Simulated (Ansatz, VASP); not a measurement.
# Two plane-wave programs on F

The input INCAR:

```
SYSTEM = F
PREC = Accurate
ENCUT = 520
EDIFF = 1E-6
ISMEAR = 0
SIGMA = 0.02
LREAL = .FALSE.
LASPH = .TRUE.
NELM = 60
ALGO = Normal
ISIF = 2
LWAVE = .FALSE.
LCHARG = .FALSE.
GGA = PE
NBANDS = 22
```

The input KPOINTS:

```
regular mesh
0
G
  10 10 4
  0 0 0
```

File POSCAR:

```
F
1.0
    2.7759325000     -1.6387536000     -0.0405900000
    2.7759325000      1.6387536000     -0.0405900000
   -1.6555860695      0.0000000000      7.8143941944
F
4
Direct
    0.0504382621      0.0504382621      0.1021734536
    0.9495617379      0.9495617379      0.8978265464
    0.5106178778      0.5106178778      0.6040790245
    0.4893821222      0.4893821222      0.3959209755
```

Input for Ansatz:

```yaml
crystal:
  lattice:
    - [2.7759325, -1.6387536, -0.04059]
    - [2.7759325, 1.6387536, -0.04059]
    - [-1.6555860695, 0.0, 7.8143941944]
  atoms:
    - { symbol: F, position: [0.0504382621, 0.0504382621, 0.1021734536] }
    - { symbol: F, position: [0.9495617379, 0.9495617379, 0.8978265464] }
    - { symbol: F, position: [0.5106178778, 0.5106178778, 0.6040790245] }
    - { symbol: F, position: [0.4893821222, 0.4893821222, 0.3959209755] }
basis:
  ecutwfc: 420
kpoints:
  mp_grid: { grid: [10, 10, 4] }
hamiltonian:
  xc: pbe
scf:
  occupations: { method: gaussian, width: 0.02 }
output:
  forces: true
  stress: true
  eigenvalues: true
```

Alike in both runs: task single point; functional PBE; k mesh 10 × 10 × 4; occupations gaussian, width 0.02 eV; no spin polarisation.

```csv
,VASP,Ansatz
version,VASP 6.6.1,Ansatz 0.2.0
potentials or method,"VASP PAW PBE potentials, release 64 (F), cutoff 520 eV","scalar-relativistic, plane waves, PAW"
valence electrons in the cell,28,28
```

Ansatz gave:

* gap on the k mesh at the Fermi level (eV): 0.89
* least direct gap on the mesh (eV): 0.89
* pressure (GPa): -9.0
* traceless stress, the component that is largest in VASP (GPa): -18.44
* rms of the force components (eV/Å): 2.110

**Question.** Which values does VASP return?

**Answer.** gap on the k mesh at the Fermi level (eV): 0.85; least direct gap on the mesh (eV): 0.85; pressure (GPa): -9.2; traceless stress, the component that is largest in VASP (GPa): -17.92; rms of the force components (eV/Å): 2.053.

Atom by atom the forces differ by 0.057 eV/Å (rms over components).
